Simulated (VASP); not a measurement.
Set up this calculation in VASP 6.6.1, as the native input.

```
Task                   : single point
Functional             : PBE
Potentials or basis    : VASP PAW PBE potentials, release 64 (Ga_d, Sn_d, O)
Cutoff                 : 520 eV
k mesh                 : 6 × 6 × 4
Occupations            : gaussian, width 0.1 eV
Spin                   : no spin polarisation
Dipole correction      : no
Further INCAR settings : ALGO = Normal; EDIFF = 1e-07; NBANDS = 34
```

The structure of Ga2SnO2 lies in POSCAR:

```
Ga2SnO2
1.0
    2.9726680353      0.0000000000      0.0000000000
    0.0000000000      2.9726680353      0.0000000000
    0.0000000000      0.0000000000      8.8678173460
Ga Sn O
2 1 2
Direct
    0.5000000000      0.5000000000      0.3550928885
    0.5000000000      0.5000000000      0.6449071115
    0.0000000000      0.0000000000      0.0000000000
    0.0000000000      0.0000000000      0.7114203909
    0.0000000000      0.0000000000      0.2885796091
```

The cell was built from a structure type or drawn by symmetry, and may not be a known phase.

These files were run (other wordings do the same):

INCAR

```
SYSTEM = Ga2SnO2
PREC = Accurate
ENCUT = 520
EDIFF = 1E-7
ISMEAR = 0
SIGMA = 0.1
LREAL = .False.
LASPH = .True.
NELM = 80
ALGO = Normal
ISIF = 2
LWAVE = .False.
LCHARG = .True.
GGA = PE
LELF = .True.
LVHAR = .True.
NBANDS = 34
```

KPOINTS

```
regular mesh
0
Gamma
  6 6 4
  0 0 0
```

Potentials or basis: VASP PAW PBE potentials, release 64 (Ga_d, Sn_d, O).

The run is started by

```bash
$ cat potpaw_PBE.64/Ga_d/POTCAR potpaw_PBE.64/Sn_d/POTCAR potpaw_PBE.64/O/POTCAR > POTCAR
$ mpirun -np 1 vasp_std > vasp.out
```

It gave:

```yaml
Pressure: 0.3 GPa
Largest_force: 0.026 eV/Å
Band_gap_on_the_k_mesh: zero (bands 26 and 27 overlap by 1.66 eV)
```

Caveat: spin-orbit coupling is left out, which moves the levels of the heavy elements.

Wall time 76 s on 1 thread of Intel(R) Xeon(R) Platinum 8259CL CPU @ 2.50GHz (Skylake/Cascade Lake) (shared host), peak memory 0.23 GiB.
